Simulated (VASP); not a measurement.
**Si2Mo: single point with r2SCAN**

The system is Si2Mo.

```
Si Mo
1.0
    -1.60123    1.60123    3.90968
     1.60123   -1.60123    3.90968
     1.60123    1.60123   -3.90968
Si Mo
2 1
Direct
  0.33535 0.33535 0.00000
  0.66465 0.66465 0.00000
  0.00000 0.00000 0.00000
```

```yaml
Program: VASP 6.6.1
Task: single point
Functional: r2SCAN
Potentials_or_basis: VASP PAW PBE potentials, release 64 (Si, Mo_sv)
Cutoff: 520 eV
k_mesh: 13 × 13 × 13
Occupations: fermi-dirac, width 0.1 eV
Spin: no spin polarisation
Dipole_correction: no
Further_INCAR_settings: ALGO = Normal; EDIFF = 1e-06; NBANDS = 18
```

```json
{"Pressure": "0.3 GPa", "Largest force": "0.019 eV/Å", "Band gap on the k mesh": "zero (bands 11 and 12 overlap by 0.89 eV)"}
```

Forces in eV/Å, atoms in the order of the input:
```
Si   0.000  0.000 -0.019
Si   0.000  0.000  0.019
Mo   0.000  0.000  0.000
```

Levels at points of the mesh, in eV from the Fermi level:
| k point | band 7 | band 8 | band 9 | band 10 | band 11 | band 12 | band 13 | band 14 | band 15 | band 16 |
| --- | --- | --- | --- | --- | --- | --- | --- | --- | --- | --- |
| (0.00, 0.00, 0.00) | -3.46 | -3.12 | -2.81 | -2.81 | 0.35 | 3.42 | 3.47 | 3.66 | 3.66 | 4.43 |

Wall time 13 min on 1 thread of AMD EPYC 7R13 Processor (Zen 3) (shared host), peak memory 0.28 GiB.

Caveat: the PAW data sets were made with another functional, which shifts forces and pressure a little.
